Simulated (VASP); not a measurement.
Al, 2 atoms in the cell. It takes space group R-3m (No. 166, trigonal). The conventional cell has a = 4.434 Å, b = 4.434 Å, c = 14.119 Å, α = 90.00°, β = 90.00°, γ = 120.00°. Within 3.6 Å of Al (site symmetry 3m) lie 3 Al at 2.69 Å. 

```yaml
Program: VASP 6.6.1
Task: single point
Functional: PBEsol
Dispersion: D3(BJ)
Potentials_or_basis: VASP PAW PBE potentials, release 64 (Al)
Cutoff: 520 eV
k_mesh: 6 × 6 × 6
Occupations: methfessel-paxton, width 0.01 eV
Spin: no spin polarisation
Dipole_correction: no
Further_INCAR_settings: ALGO = Normal; EDIFF = 1e-07; NBANDS = 10
```

Potentials or basis: VASP PAW PBE potentials, release 64 (Al).

The run is started by

```console
$ cat potpaw_PBE.64/Al/POTCAR > POTCAR
$ mpirun -np 1 vasp_std > vasp.out
```

Hardware: 1 thread of Intel(R) Xeon(R) 6975P-C (Granite Rapids), on a shared host.

Q: How long does it take, and how much memory?

A: Run time: 17 s on 1 thread of Intel(R) Xeon(R) 6975P-C (Granite Rapids), with other jobs on the host, peak memory 0.23 GiB. Counts: scf iterations 14, k points 32.
